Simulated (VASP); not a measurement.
# Ru (P6_3/mmc) in VASP: notebook

The runs below take Ru through single point, with BLYP+D4, SVWN5, LDA, PBE.

Everything below comes from runs of VASP 6.6.1. Logs are shortened: lines on timing, memory, paths and dates and some standing lists are left out, and cuts for length are marked.

**1. The cell of the first run**

Symmetry: P6_3/mmc, No. 194, hexagonal system. The conventional cell has a = 2.706 Å, b = 2.706 Å, c = 4.282 Å, α = 90.00°, β = 90.00°, γ = 120.00°. Within 3.5 Å of Ru (site symmetry -6m2) lie 12 Ru at 2.65 to 2.71 Å.

**2. Single point, BLYP+D4**

INCAR reads:

```
AGGAC = 1.0 ; AGGAX = 1.0
ALDAC = 0.0 ; ALDAX = 1.0
ALGO = Fast ; EDIFF = 1E-6
ENCUT = 520 ; GGA = B5
ISIF = 2 ; ISMEAR = -1
IVDW = 13 ; LASPH = True
LCHARG = True ; LELF = True
LREAL = False ; LVHAR = True
LWAVE = False ; NBANDS = 21
NELM = 100 ; PREC = Accurate
SIGMA = 0.05 ; VDW_A1 = 0.44488865
VDW_A2 = 4.0933009 ; VDW_S6 = 1.0
VDW_S8 = 2.34076671
```

KPOINTS reads:

```
k-points
0
Gamma
  11 11 6
```

POSCAR reads:

```
Ru
1.0
    2.7058000000      0.0000000000      0.0000000000
   -1.3529000000      2.3432915376      0.0000000000
    0.0000000000      0.0000000000      4.2819000000
Ru
2
Direct
    0.6666666667      0.3333333333      0.7500000000
    0.3333333333      0.6666666667      0.2500000000
```

Potentials or basis: VASP PAW PBE potentials, release 64 (Ru_pv).

Command:

```sh
cat potpaw_PBE.64/Ru_pv/POTCAR > POTCAR
mpirun -np 1 vasp_std > vasp.out
```

OUTCAR:

```text
EDIFF = 1E-6
   ENCUT = 520
   GGA = B5
   ISIF = 2
   ISMEAR = -1
   IVDW = 13
   LASPH = True
   LREAL = False
   NELM = 100
   PREC = Accurate

 ion  position               nearest neighbor table
   1  0.667  0.333  0.750-   2 2.65   2 2.65   2 2.65   2 2.65   2 2.65   2 2.65
   2  0.333  0.667  0.250-   1 2.65   1 2.65   1 2.65   1 2.65   1 2.65   1 2.65

  LATTYP: Found a hexagonal cell.
 ALAT       =     2.7058000000
 C/A-ratio  =     1.5824894671

  Lattice vectors:

 A1 = (   2.7058000000,   0.0000000000,   0.0000000000)
 A2 = (  -1.3529000000,   2.3432915376,   0.0000000000)
 A3 = (   0.0000000000,   0.0000000000,   4.2819000000)

Analysis of symmetry for initial positions (statically):
=====================================================================
 Subroutine PRICEL returns:
 Original cell was already a primitive cell.

 Routine SETGRP: Setting up the symmetry group for a
 hexagonal supercell.

 Subroutine GETGRP returns: Found 24 space group operations
 (whereof 12 operations were pure point group operations)
 out of a pool of 24 trial point group operations.

The static configuration has the point symmetry D_3d.
 The point group associated with its full space group is D_6h.

Analysis of symmetry for dynamics (positions and initial velocities):
=====================================================================
 Subroutine PRICEL returns:
 Original cell was already a primitive cell.

 Routine SETGRP: Setting up the symmetry group for a
 hexagonal supercell.

 Subroutine GETGRP returns: Found 24 space group operations
 (whereof 12 operations were pure point group operations)
 out of a pool of 24 trial point group operations.

The dynamic configuration has the point symmetry D_3d.
 The point group associated with its full space group is D_6h.

 Subroutine INISYM returns: Found 24 space group operations
 (whereof 12 operations are pure point group operations),
 and found     1 'primitive' translations

----------------------------------------------------------------------------------------

                                     Primitive cell

[... 82 lines left out ...]
   ISTART =      0    job   : 0-new  1-cont  2-samecut
   ICHARG =      2    charge: 1-file 2-atom 10-const
   ISPIN  =      1    spin polarized calculation?
   LNONCOLLINEAR =      F non collinear calculations
   LSORBIT =      F    spin-orbit coupling
   LASPH  =      T    aspherical Exc in radial PAW
   ENCUT  =  520.0 eV  38.22 Ry    6.18 a.u.   5.03  5.03  7.96*2*pi/ulx,y,z
   NELM   =    100;   NELMIN=  2; NELMDL= -5     # of ELM steps
   EDIFF  = 0.1E-05   stopping-criterion for ELM
   LREAL  =      F    real-space projection
   EDIFFG = 0.1E-04   stopping-criterion for IOM
   NSW    =      0    number of steps for IOM
   IBRION =     -1    ionic relax: 0-MD 1-quasi-New 2-CG
   NFREE  =      0    steps in history (QN), initial steepest desc. (CG)
   ISIF   =      2    stress and relaxation
   ISYM   =      2    0-nonsym 1-usesym 2-fastsym
   POTIM  = 0.5000    time-step for ionic-motion
   TEBEG  =    0.0;   TEEND  =   0.0 temperature during run
   PSTRESS=    0.0 pullay stress
   NELECT =      28.0000    total number of electrons
   NUPDOWN=      -1.0000    fix difference up-down
   EMIN   =  10.00;   EMAX   =-10.00  energy-range for DOS
   EFERMI =   0.00;   METHOD = LEGACY
   ISMEAR =    -1;   SIGMA  =   0.05  broadening in eV -4-tet -1-fermi 0-gaus
   EFERMI_NEDOS =   21; number of points for ismear=-14 and -15
   IALGO  =     68    algorithm
   IMIX   =      4    mixing-type and parameters
     AMIX     =   0.40;   BMIX     =  1.00
     AMIX_MAG =   1.60;   BMIX_MAG =  1.00
  volume/ion in A,a.u.               =      13.57        91.61
  Fermi-wavevector in a.u.,A,eV,Ry     =   1.654022  3.125649 37.222674  2.735789
  Thomas-Fermi vector in A             =   2.742361
   LORBIT       =      0    0 simple, 1 ext, 2 COOP (PROOUT), +10 PAW based schemes
   GGA     = B5    functional components
   LHFCALC =     F    Hartree Fock is set to
   AEXX    =    0.0000 exact exchange contribution
   IVDW    =    13    specifies the selected vdW correction
   LEPSILON=     F    determine dielectric tensor
   LRPA    =     F    only Hartree local field effects (RPA)
 non-spin polarized calculation
 RMM-DIIS sequential band-by-band and
  energy-cutoff  :      520.00
  volume of cell :       27.15
 maximum number of plane-waves:       744
 NGX is ok and might be reduce to    20
   NGX =  9   NGY =  9   NGZ = 15

 number of electron      28.0000008 magnetization

 Free energy of the ion-electron system (eV)
  ---------------------------------------------------
  ext. energy  EPLUGINS =         0.00000000
  ---------------------------------------------------
  free energy    TOTEN  =       -15.74616235 eV

  energy without entropy =      -15.72948479  energy(sigma->0) =      -15.73782357

 E-fermi :  13.3191     XC(G=0): -13.4491

 val. band max:       13.2796786318   @ k =   0.2727   0.0000   0.0000
 cond. band min:      13.3203398523   @ k =   0.2727   0.1818   0.0000
 fundamental gap:      0.0406612205
 Fermi energy:        13.3191111193

 k-point     1 :       0.0000    0.0000    0.0000
  band No.  band energies     occupation
      1     -30.1274      2.00000
      2     -29.1870      2.00000
      3     -29.1870      2.00000
      4     -29.0146      2.00000
      5     -29.0146      2.00000
      6     -28.9719      2.00000
[... 565 lines left out ...]
     20      23.5193      0.00000
     21      25.2517      0.00000

 [... further k-points ...]

------------------------ aborting loop because EDIFF is reached ----------------------------------------

  DFT-D4 for vdW energy calculation

  Edisp (eV):   -2.01898

  FORCE on cell =-STRESS in cart. coord.  units (eV):
  Direction    XX          YY          ZZ          XY          YZ          ZX
  --------------------------------------------------------------------------------------
  -------------------------------------------------------------------------------------
  Total       1.30928     1.30928     1.32579    -0.00000     0.00000     0.00000
  in kB      77.26541    77.26541    78.23936    -0.00000     0.00000     0.00000
  external pressure =       77.59 kB  Pullay stress =        0.00 kB

 VOLUME and BASIS-vectors are now :
 -----------------------------------------------------------------------------
  energy-cutoff  :      520.00
  volume of cell :       27.15
      direct lattice vectors                 reciprocal lattice vectors
     2.705800000  0.000000000  0.000000000     0.369576465  0.213375072  0.000000000
    -1.352900000  2.343291538  0.000000000     0.000000000  0.426750144  0.000000000
     0.000000000  0.000000000  4.281900000     0.000000000  0.000000000  0.233541185

 POSITION                                       TOTAL-FORCE (eV/Angst)
 -----------------------------------------------------------------------------------
      1.35290      0.78110      3.21143         0.000000      0.000000      0.000000
     -0.00000      1.56219      1.07048        -0.000000     -0.000000      0.000000
 -----------------------------------------------------------------------------------
    total drift:                               -0.000000      0.000000     -0.000000

  FREE ENERGIE OF THE ION-ELECTRON SYSTEM (eV)
  ---------------------------------------------------
  free  energy   TOTEN  =       -17.7651468263 eV

  energy  without entropy=      -17.7484692661  energy(sigma->0) =      -17.75680805
```

It took 81 s on 1 thread of AMD EPYC 7R13, shared host; peak memory 0.12 GiB.

Results:

```yaml
Free_energy: -17.7651 eV
Pressure: 7.8 GPa
Band_gap_on_the_k_mesh: zero (band 14 reaches 14.86 eV, above the bottom of band 15 at 11.79 eV)
Dispersion_energy_per_atom: -1.009 eV
```

Stress tensor (GPa, compression positive):
```
7.73 0.00 0.00
0.00 7.73 0.00
0.00 0.00 7.82
```

Caveat: the PAW data sets were made with another functional, which shifts forces and pressure a little; pairwise dispersion overbinds metals, which lowers pressure and volume.

(Continued in part 2 of 3.)
